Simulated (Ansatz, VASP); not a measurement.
# SnSe2 in VASP and in Ansatz

Contents of INCAR:

```
PREC     = Accurate       # precision mode
ENCUT    = 520            # plane-wave cutoff, eV
EDIFF    = 1E-6           # SCF threshold, eV
ISMEAR   = 0              # smearing method
SIGMA    = 0.02           # smearing width, eV
LREAL    = F              # projectors in reciprocal space
LASPH    = T              # aspherical terms in the spheres
NELM     = 80             # most SCF steps
ALGO     = Normal         # electronic algorithm
ISIF     = 2              # what is computed and relaxed
LWAVE    = F              # write WAVECAR
LCHARG   = T              # write CHGCAR
GGA      = PS             # functional
IVDW     = 12             # dispersion correction
LELF     = T              # ELF
LVHAR    = T            
NBANDS   = 20             # bands
```

Contents of KPOINTS:

```
regular mesh
0
Gamma
  12 12 6
```

The input POSCAR:

```
SnSe2
1.0
    3.7901361789      0.0000000000      0.0000000000
   -1.8950680894      3.2823542147      0.0000000000
    0.0000000000      0.0000000000      5.7679520394
Sn Se
1 2
Direct
    0.0000000000      0.0000000000      0.0000000000
    0.3333333333      0.6666666667      0.2750013245
    0.6666666667      0.3333333333      0.7249986755
```

Input for Ansatz:

```yaml
crystal:
  lattice:
    - [3.7901361789, 0.0, 0.0]
    - [-1.8950680894, 3.2823542147, 0.0]
    - [0.0, 0.0, 5.7679520394]
  atoms:
    - { symbol: Sn, position: [0.0, 0.0, 0.0] }
    - { symbol: Se, position: [0.3333333333, 0.6666666667, 0.2750013245] }
    - { symbol: Se, position: [0.6666666667, 0.3333333333, 0.7249986755] }
basis:
  ecutwfc: 420
kpoints:
  mp_grid: { grid: [12, 12, 6] }
  band_path: { path: [VBM, CBM], npoints: 2 }
hamiltonian:
  xc: pbesol
  dispersion: d3bj
scf:
  occupations: { method: gaussian, width: 0.02 }
output:
  forces: false
  stress: false
  eigenvalues: true
checkpoint:
  read: start.run
  write: ck
  compress: false
  write_wavefunctions: false
  write_every: 100000
```

Alike in both runs: task single point; functional PBEsol; dispersion D3(BJ); k mesh 12 × 12 × 6; occupations gaussian, width 0.02 eV; no spin polarisation.

|  | VASP | Ansatz |
| --- | --- | --- |
| version | VASP 6.6.1 | Ansatz 0.2.0 |
| potentials or method | VASP PAW PBE potentials, release 64 (Sn_d, Se), cutoff 520 eV | scalar-relativistic, plane waves, PAW |
| valence electrons in the cell | 26 | 46 |

```tsv
	VASP	Ansatz	Ansatz less VASP
gap on the k mesh at the Fermi level (eV)	0.05	0.06	+0.007
least direct gap on the mesh (eV)	0.71	0.72	+0.011
```

VASP's potentials were made for PBE, not for PBEsol. VASP's potentials hold 26 valence electrons a cell and Ansatz's 46, so a difference there can come from the potentials and not from the codes.
